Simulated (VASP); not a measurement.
**ZnS: relaxation of cell and atoms with LDA**

ZnS:

```
Zn S
1.0
     2.64847    2.64847    0.00000
    -2.64847    2.64847    0.00000
     0.00000    2.64847    2.64847
Zn S
1 1
Direct
  0.75000 0.25000 0.50000
  0.00000 0.00000 0.00000
```

```yaml
Program: VASP 6.6.1
Task: relaxation of cell and atoms
Functional: LDA
Potentials_or_basis: VASP PAW LDA potentials, release 64 (Zn, S)
Cutoff: 600 eV
k_mesh: 8 × 8 × 8
Occupations: gaussian, width 0.01 eV
Spin: no spin polarisation
Target_pressure: 2 GPa
Dipole_correction: no
Further_INCAR_settings: ALGO = Normal; EDIFF = 1e-07; IBRION = 2; EDIFFG = -0.002; NSW = 100; ISIF = 3
```

```
Relaxed volume                                         : 18.22 Å³/atom
Relaxed cell                                           : a = 3.722 Å, b = 3.722 Å, c = 3.722 Å, α = 60.00°, β = 60.00°, γ = 90.00°
Space group after relaxing (to 0.05 Å)                 : F-43m (No. 216)
Energy change on relaxing (the enthalpy is what falls) : +2.4 meV/atom
Ionic steps                                            : 3
Pressure after relaxing                                : 2.0 GPa
Band gap on the k mesh                                 : 2.25 eV, direct
```

Step by step:
| step | energy change (eV) | largest force (eV/Å) | pressure (GPa) | volume (Å³) |
| --- | --- | --- | --- | --- |
| 1 | 0.0000 | 0.0000 | 0.23 | 37.15 |
| 2 | 0.0108 | 0.0000 | 3.01 | 36.06 |
| 3 | 0.0049 | 0.0000 | 2.00 | 36.45 |

Final structure:
```xyz
2
Lattice="2.6315 2.6315 0.0000 -2.6315 2.6315 0.0000 0.0000 2.6315 2.6315" Properties=species:S:1:pos:R:3 pbc="T T T"
Zn    1.3158    3.9473    1.3158
S     0.0000    0.0000    0.0000
```

Levels at points of the mesh, in eV from the valence-band top:
```
           k point  band 5  band 6  band 7  band 8  band 9  band 10  band 11  band 12  band 13
(0.00, 0.00, 0.00)   -6.27   -6.27    0.00    0.00    0.00     2.25     6.19     6.19     6.19
(0.50, 0.00, 0.00)   -6.24   -6.06   -5.90   -1.00   -1.00     3.27     6.74     6.74     8.91
(0.50, 0.50, 0.00)   -6.18   -6.02   -4.99   -2.55   -2.55     3.01     3.87    11.31    12.33
```

Run time: 20 s on 1 thread of Intel(R) Xeon(R) Platinum 8559C (Emerald Rapids) (shared host), peak memory 0.16 GiB.

Caveat: the cell is relaxed towards a set pressure, so the enthalpy falls and the energy may rise. LDA usually gives volumes a few per cent too small.
